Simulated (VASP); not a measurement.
A run of VASP 6.6.1 is set up as follows.

Contents of INCAR:

```
SYSTEM = C
PREC = Accurate
ENCUT = 600
EDIFF = 1E-6
ISMEAR = -1
SIGMA = 0.05
LREAL = .False.
LASPH = .True.
NELM = 60
ALGO = Normal
ISIF = 3
LWAVE = .False.
LCHARG = .False.
GGA = PS
IVDW = 12
IBRION = 2
NSW = 80
EDIFFG = -0.005
```

Contents of KPOINTS:

```
regular mesh
0
Gamma
  13 13 13
  0 0 0
```

File POSCAR:

```
C
1.0
    0.0000000000      1.7833700000      1.7833700000
    1.7833700000      0.0000000000      1.7833700000
    1.7833700000      1.7833700000      0.0000000000
C
2
Direct
    0.7500000000      0.7500000000      0.7500000000
    0.5000000000      0.5000000000      0.5000000000
```

Potentials or basis: VASP PAW PBE potentials, release 64 (C).

Run with:

```sh
$ cat potpaw_PBE.64/C/POTCAR > POTCAR
$ mpirun -np 1 vasp_std > vasp.out
```

Task: What does it give for the band gap on the k mesh?

Result: 4.05 eV, indirect (least direct gap 5.59 eV).

Task: Predict the space group after relaxing (to 0.05 Å).

Result: Fd-3m (No. 227).

Task: Predict the relaxed volume.

Result: 5.57 Å³/atom.

Task: What does it give for the dispersion energy per atom?

Result: -0.132 eV.

Final structure:
```
C
1.0
     0.00000    1.77249    1.77249
     1.77249    0.00000    1.77249
     1.77249    1.77249    0.00000
C
2
Cartesian
  2.6587 2.6587 2.6587
  1.7725 1.7725 1.7725
```

Caveat: the PAW data sets were made with another functional, which shifts forces and pressure a little.

The cell as given is a measured one (5.67 Å³/atom); PBEsol+D3(BJ) puts the equilibrium volume -1.8 % from it, thermal expansion not counted.
